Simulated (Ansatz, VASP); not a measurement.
# Two plane-wave programs on BeCd3S4

```
Be Cd S
1.0
     5.65169    0.00000    0.00000
     0.00000    5.65169    0.00000
     0.00000    0.00000    5.65169
Be Cd S
1 3 4
Direct
  0.00000 0.00000 0.00000
  0.50000 0.00000 0.50000
  0.00000 0.50000 0.50000
  0.50000 0.50000 0.00000
  0.77920 0.77920 0.22080
  0.77920 0.22080 0.77920
  0.22080 0.77920 0.77920
  0.22080 0.22080 0.22080
```

Alike in both runs: task single point; functional PBE; k mesh 4 × 4 × 4; occupations gaussian, width 0.1 eV; no spin polarisation.

|  | VASP | Ansatz |
| --- | --- | --- |
| version | VASP 6.6.1 | Ansatz 0.2.0 |
| potentials or method | VASP PAW PBE potentials, release 64 (Be, Cd, S), cutoff 600 eV | scalar-relativistic, plane waves, PAW |
| valence electrons in the cell | 62 | 86 |

```tsv
	VASP	Ansatz	Ansatz less VASP
gap on the k mesh at the Fermi level (eV)	1.65	1.64	-0.011
least direct gap on the mesh (eV)	1.69	1.69	-0.009
pressure (GPa)	0.2	0.0	-0.24
rms of the force components (eV/Å)	0.013	0.000	-0.0128
```

Atom by atom the forces differ by 0.014 eV/Å (rms over components). The functional is the same, so the differences come from potentials, cutoffs and numerics. VASP's potentials hold 62 valence electrons a cell and Ansatz's 86, so a difference there can come from the potentials and not from the codes.
